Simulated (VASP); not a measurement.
# ZnO (P4_2/mnm) in VASP: single point with PBEsol

Aim: the single point of ZnO with PBEsol.

Program: VASP 6.6.1. These are calculated values, not measurements. Logs are shortened: lines on timing, memory, paths and dates and some standing lists are left out, and cuts for length are marked.

## 1. The cell of the first run

Symmetry: P4_2/mnm, No. 136, tetragonal system. The conventional cell has a = 5.518 Å, b = 5.518 Å, c = 3.259 Å, α = 90.00°, β = 90.00°, γ = 90.00°. Zn (site symmetry m2m) has 4 O at 1.94 to 2.01 Å within 2.6 Å. O (site symmetry m2m) has 4 Zn at 1.94 to 2.01 Å within 2.6 Å.

## 2. Single point, PBEsol

POSCAR

```
ZnO
1.0
    5.5175700700      0.0000000000      0.0000000000
    0.0000000000      5.5175700700      0.0000000000
    0.0000000000      0.0000000000      3.2587787700
Zn O
4 4
Direct
    0.1819728408      0.1819728408      0.5000000015
    0.8180271592      0.8180271592      0.5000000015
    0.6819728399      0.3180271601      0.0000000000
    0.3180271601      0.6819728399      0.0000000000
    0.8172472307      0.1827527693      0.5000000015
    0.1827527693      0.8172472307      0.5000000015
    0.6827527702      0.6827527702      0.0000000000
    0.3172472298      0.3172472298      0.0000000000
```

INCAR.step1

```
PREC     = Accurate       # precision mode
ENCUT    = 520            # plane-wave cutoff, eV
EDIFF    = 1E-6           # SCF threshold, eV
ISMEAR   = 0              # smearing method
SIGMA    = 0.01           # smearing width, eV
LREAL    = False          # projectors in reciprocal space
LASPH    = True           # aspherical terms in the spheres
NELM     = 60             # most SCF steps
ALGO     = Normal         # electronic algorithm
ISIF     = 2              # what is computed and relaxed
LWAVE    = False          # write WAVECAR
LCHARG   = True           # write CHGCAR
GGA      = PS             # functional
NBANDS   = 46             # bands
```

KPOINTS.step1

```
Automatic mesh
0
Gamma
  4 4 6
```

INCAR.step2

```
PREC     = Accurate       # precision mode
ENCUT    = 520            # plane-wave cutoff, eV
EDIFF    = 1E-6           # SCF threshold, eV
ISMEAR   = -5             # smearing method
SIGMA    = 0.01           # smearing width, eV
LREAL    = False          # projectors in reciprocal space
LASPH    = True           # aspherical terms in the spheres
NELM     = 60             # most SCF steps
ALGO     = Normal         # electronic algorithm
ISIF     = 2              # what is computed and relaxed
LWAVE    = False          # write WAVECAR
LCHARG   = False          # write CHGCAR
GGA      = PS             # functional
LORBIT   = 11             # projections on sites
NEDOS    = 1001           # points of the DOS
ICHARG   = 11             # starting density
```

KPOINTS.step2

```
Automatic mesh
0
Gamma
  6 6 9
```

Potentials or basis: VASP PAW PBE potentials, release 64 (Zn, O).

On the command line:

```
$ cat potpaw_PBE.64/Zn/POTCAR potpaw_PBE.64/O/POTCAR > POTCAR
$ cp INCAR.step1 INCAR
$ cp KPOINTS.step1 KPOINTS
$ mpirun -np 1 vasp_std > vasp.out
$ cp INCAR.step2 INCAR
$ cp KPOINTS.step2 KPOINTS
$ mpirun -np 1 vasp_std > vasp.out
```

OUTCAR:

```text
PREC = Accurate
   ENCUT = 520
   EDIFF = 1E-6
   ISMEAR = -5
   LREAL = False
   LASPH = True
   NELM = 60
   ISIF = 2
   GGA = PS
   LORBIT = 11
   ICHARG = 11

 ion  position               nearest neighbor table
   1  0.182  0.182  0.500-   8 1.94   8 1.94   5 2.01   6 2.01   2 2.84
   2  0.818  0.818  0.500-   7 1.94   7 1.94   5 2.01   6 2.01   1 2.84
   3  0.682  0.318  0.000-   5 1.94   5 1.94   7 2.01   8 2.01   4 2.84
   4  0.318  0.682  0.000-   6 1.94   6 1.94   7 2.01   8 2.01   3 2.84
   5  0.817  0.183  0.500-   3 1.94   3 1.94   1 2.01   2 2.01
   6  0.183  0.817  0.500-   4 1.94   4 1.94   1 2.01   2 2.01
   7  0.683  0.683  0.000-   2 1.94   2 1.94   3 2.01   4 2.01
   8  0.317  0.317  0.000-   1 1.94   1 1.94   3 2.01   4 2.01

  LATTYP: Found a simple tetragonal cell.
 ALAT       =     5.5175700700
 C/A-ratio  =     0.5906184659

  Lattice vectors:

 A1 = (   5.5175700700,   0.0000000000,   0.0000000000)
 A2 = (   0.0000000000,   5.5175700700,   0.0000000000)
 A3 = (   0.0000000000,   0.0000000000,   3.2587787700)

Analysis of symmetry for initial positions (statically):
=====================================================================
 Subroutine PRICEL returns:
 Original cell was already a primitive cell.

 Routine SETGRP: Setting up the symmetry group for a
 simple tetragonal supercell.

 Subroutine GETGRP returns: Found 16 space group operations
 (whereof  8 operations were pure point group operations)
 out of a pool of 16 trial point group operations.

The static configuration has the point symmetry D_2h.
 The point group associated with its full space group is D_4h.

Analysis of symmetry for dynamics (positions and initial velocities):
=====================================================================
 Subroutine PRICEL returns:
 Original cell was already a primitive cell.

 Routine SETGRP: Setting up the symmetry group for a
 simple tetragonal supercell.

 Subroutine GETGRP returns: Found 16 space group operations
 (whereof  8 operations were pure point group operations)
 out of a pool of 16 trial point group operations.

The dynamic configuration has the point symmetry D_2h.
 The point group associated with its full space group is D_4h.

 Subroutine INISYM returns: Found 16 space group operations
 (whereof  8 operations are pure point group operations),
 and found     1 'primitive' translations

----------------------------------------------------------------------------------------

                                     Primitive cell

  volume of cell :      99.2089

  direct lattice vectors                    reciprocal lattice vectors
     5.517570070  0.000000000  0.000000000     0.181239203  0.000000000  0.000000000
     0.000000000  5.517570070  0.000000000     0.000000000  0.181239203  0.000000000
     0.000000000  0.000000000  3.258778770     0.000000000  0.000000000  0.306863420

  length of vectors
     5.517570070  5.517570070  3.258778770     0.181239203  0.181239203  0.306863420

  position of ions in fractional coordinates (direct lattice)
     0.181972841  0.181972841  0.500000001
     0.818027159  0.818027159  0.500000001
     0.681972840  0.318027160  0.000000000
     0.318027160  0.681972840  0.000000000
     0.817247231  0.182752769  0.500000001
     0.182752769  0.817247231  0.500000001
     0.682752770  0.682752770  0.000000000
     0.317247230  0.317247230  0.000000000

  ion indices of the primitive-cell ions
   primitive index   ion index
                 1           1
                 2           2
                 3           3
                 4           4
                 5           5
                 6           6
                 7           7
                 8           8

----------------------------------------------------------------------------------------

 KPOINTS: Automatic mesh

Automatic generation of k-mesh.
 Grid dimensions read from file:
 generate k-points for:    6    6    9

 Generating k-lattice:

  Cartesian coordinates                     Fractional coordinates (reciprocal lattice)
     0.030206534  0.000000000  0.000000000     0.166666667  0.000000000  0.000000000
     0.000000000  0.030206534  0.000000000     0.000000000  0.166666667  0.000000000
     0.000000000  0.000000000  0.034095936     0.000000000  0.000000000  0.111111111

  Length of vectors
     0.030206534  0.030206534  0.034095936

  Shift w.r.t. Gamma in fractional coordinates (k-lattice)
     0.000000000  0.000000000  0.000000000

 TETIRR: Found    489 inequivalent tetrahedra from     1944

 Subroutine IBZKPT returns following result:
 ===========================================

 Found     50 irreducible k-points:

 Following reciprocal coordinates:
            Coordinates               Weight
  0.000000  0.000000  0.000000      1.000000
  0.166667  0.000000  0.000000      4.000000
  0.333333  0.000000  0.000000      4.000000
  0.500000  0.000000  0.000000      2.000000
  0.166667  0.166667  0.000000      4.000000
  0.333333  0.166667  0.000000      8.000000
[... 16 lines left out ...]
  0.333333  0.000000  0.222222      8.000000
  0.500000  0.000000  0.222222      4.000000
 [... further k-points ...]
   k-points           NKPTS =     50   k-points in BZ     NKDIM =     50   number of bands    NBANDS=     43
   number of dos      NEDOS =   1001   number of ions     NIONS =      8
   total plane-waves  NPLWV =  42336
   dimension x,y,z NGX =    42 NGY =   42 NGZ =   24
   dimension x,y,z NGXF=    84 NGYF=   84 NGZF=   48
   ions per type =               4   4
   NGX,Y,Z   is equivalent  to a cutoff of  12.65, 12.65, 12.24 a.u.
   NGXF,Y,Z  is equivalent  to a cutoff of  25.31, 25.31, 24.49 a.u.
 SYSTEM =  unknown system
   PREC   = accura    normal or accurate (medium, high low for compatibility)
   ISTART =      0    job   : 0-new  1-cont  2-samecut
   ICHARG =     11    charge: 1-file 2-atom 10-const
   ISPIN  =      1    spin polarized calculation?
   LNONCOLLINEAR =      F non collinear calculations
   LSORBIT =      F    spin-orbit coupling
   LASPH  =      T    aspherical Exc in radial PAW
   ENCUT  =  520.0 eV  38.22 Ry    6.18 a.u.  10.26 10.26  6.06*2*pi/ulx,y,z
   NELM   =     60;   NELMIN=  2; NELMDL=  0     # of ELM steps
   EDIFF  = 0.1E-05   stopping-criterion for ELM
   LREAL  =      F    real-space projection
   EDIFFG = 0.1E-04   stopping-criterion for IOM
   NSW    =      0    number of steps for IOM
   IBRION =     -1    ionic relax: 0-MD 1-quasi-New 2-CG
   NFREE  =      0    steps in history (QN), initial steepest desc. (CG)
   ISIF   =      2    stress and relaxation
   ISYM   =      2    0-nonsym 1-usesym 2-fastsym
   POTIM  = 0.5000    time-step for ionic-motion
   TEBEG  =    0.0;   TEEND  =   0.0 temperature during run
   PSTRESS=    0.0 pullay stress
   NELECT =      72.0000    total number of electrons
   NUPDOWN=      -1.0000    fix difference up-down
   EMIN   =  10.00;   EMAX   =-10.00  energy-range for DOS
   EFERMI =   0.00;   METHOD = LEGACY
   ISMEAR =    -5;   SIGMA  =   0.01  broadening in eV -4-tet -1-fermi 0-gaus
   EFERMI_NEDOS =   21; number of points for ismear=-14 and -15
   IALGO  =     38    algorithm
   IMIX   =      4    mixing-type and parameters
     AMIX     =   0.40;   BMIX     =  1.00
     AMIX_MAG =   1.60;   BMIX_MAG =  1.00
  volume/ion in A,a.u.               =      12.40        83.69
  Fermi-wavevector in a.u.,A,eV,Ry     =   1.471190  2.780146 29.448455  2.164400
  Thomas-Fermi vector in A             =   2.586356
   LORBIT       =     11    0 simple, 1 ext, 2 COOP (PROOUT), +10 PAW based schemes
   GGA     = PS    functional components
   LHFCALC =     F    Hartree Fock is set to
   AEXX    =    0.0000 exact exchange contribution
   IVDW    =     0    specifies the selected vdW correction
   LEPSILON=     F    determine dielectric tensor
   LRPA    =     F    only Hartree local field effects (RPA)
 non-spin polarized calculation
 Fermi weights with tetrahedron method with Bloechl corrections
  energy-cutoff  :      520.00
  volume of cell :       99.21
 maximum number of plane-waves:      2696
 NGX is ok and might be reduce to    42

 number of electron      71.9999983 magnetization

 Free energy of the ion-electron system (eV)
  ---------------------------------------------------
  ext. energy  EPLUGINS =         0.00000000
  ---------------------------------------------------
  free energy    TOTEN  =       -38.57363213 eV

  energy without entropy =      -38.57363213  energy(sigma->0) =      -38.57363213

 E-fermi :   0.8542     XC(G=0): -10.8937

 val. band max:        0.8444434014   @ k =   0.0000   0.0000   0.0000
 cond. band min:       1.5404804750   @ k =   0.0000   0.0000   0.0000
 fundamental gap:      0.6960370736
 Fermi energy:         0.8541522958

 k-point     1 :       0.0000    0.0000    0.0000
  band No.  band energies     occupation
      1     -17.2236      2.00000
      2     -16.4911      2.00000
      3     -16.4911      2.00000
      4     -16.3978      2.00000
      5      -5.5592      2.00000
      6      -5.2888      2.00000
[... 35 lines left out ...]
     42       9.2664      0.00000
     43       9.4371      0.00000

 k-point     2 :       0.1667    0.0000    0.0000
  band No.  band energies     occupation
      1     -17.1846      2.00000
      2     -16.5778      2.00000
      3     -16.4761      2.00000
      4     -16.3677      2.00000
      5      -5.5523      2.00000
      6      -5.3148      2.00000
[... 1004 lines left out ...]
 k-point    24 :       0.5000    0.0000    0.2222
  band No.  band energies     occupation
      1     -16.7791      2.00000
      2     -16.7791      2.00000
      3     -16.3382      2.00000
      4     -16.3382      2.00000
      5      -5.3218      2.00000
      6      -5.3218      2.00000
[... 35 lines left out ...]
     42       8.8953      0.00000
     43       9.8647      0.00000

 [... further k-points ...]
[... 5 lines left out ...]
  --------------------------------------------------------------------------------------
  -------------------------------------------------------------------------------------
  Total       -0.1504430     -0.1504430     -0.3243445      0.0000000      0.0000000      0.0000000
  in kB       -2.4295840     -2.4295840     -5.2380118      0.0000000      0.0000000      0.0000000
  external PRESSURE =      -3.3657266 kB  Pullay stress =       0.0000000 kB

 VOLUME and BASIS-vectors are now :
 -----------------------------------------------------------------------------
  energy-cutoff  :      520.00
  volume of cell :       99.21
      direct lattice vectors                 reciprocal lattice vectors
     5.517570070  0.000000000  0.000000000     0.181239203  0.000000000  0.000000000
     0.000000000  5.517570070  0.000000000     0.000000000  0.181239203  0.000000000
     0.000000000  0.000000000  3.258778770     0.000000000  0.000000000  0.306863420

 POSITION                                       TOTAL-FORCE (eV/Angst)
 -----------------------------------------------------------------------------------
      1.00405      1.00405      1.62939         0.002504      0.002504      0.000000
      4.51352      4.51352      1.62939        -0.002504     -0.002504     -0.000000
      3.76283      1.75474      0.00000         0.002504     -0.002504     -0.000000
      1.75474      3.76283      0.00000        -0.002504      0.002504      0.000000
      4.50922      1.00835      1.62939         0.014281     -0.014281      0.000000
      1.00835      4.50922      1.62939        -0.014281      0.014281      0.000000
      3.76714      3.76714      0.00000        -0.014281     -0.014281      0.000000
      1.75043      1.75043      0.00000         0.014281      0.014281      0.000000
 -----------------------------------------------------------------------------------
    total drift:                                0.000016     -0.000016      0.000025

  FREE ENERGIE OF THE ION-ELECTRON SYSTEM (eV)
  ---------------------------------------------------
  free  energy   TOTEN  =       -38.5736321273 eV

  energy  without entropy=      -38.5736321273  energy(sigma->0) =      -38.57363213

 total charge

# of ion       s       p       d       tot
------------------------------------------
    1        0.466   0.493   9.904  10.863
    2        0.466   0.493   9.904  10.863
    3        0.466   0.493   9.904  10.863
    4        0.466   0.493   9.904  10.863
    5        1.545   3.439   0.000   4.983
    6        1.545   3.439   0.000   4.983
    7        1.545   3.439   0.000   4.983
    8        1.545   3.439   0.000   4.983
--------------------------------------------------
tot          8.044  15.728  39.615  63.387
```

Wall time 6.4 min (1 thread of AMD EPYC 7R13, shared host); peak memory 0.26 GiB.

Results:

| Item | Value |
| --- | --- |
| Valence electrons inside the program's atomic spheres | Zn 10.86; O 4.98 |

Caveat: the PAW data sets were made with another functional, which shifts forces and pressure a little.
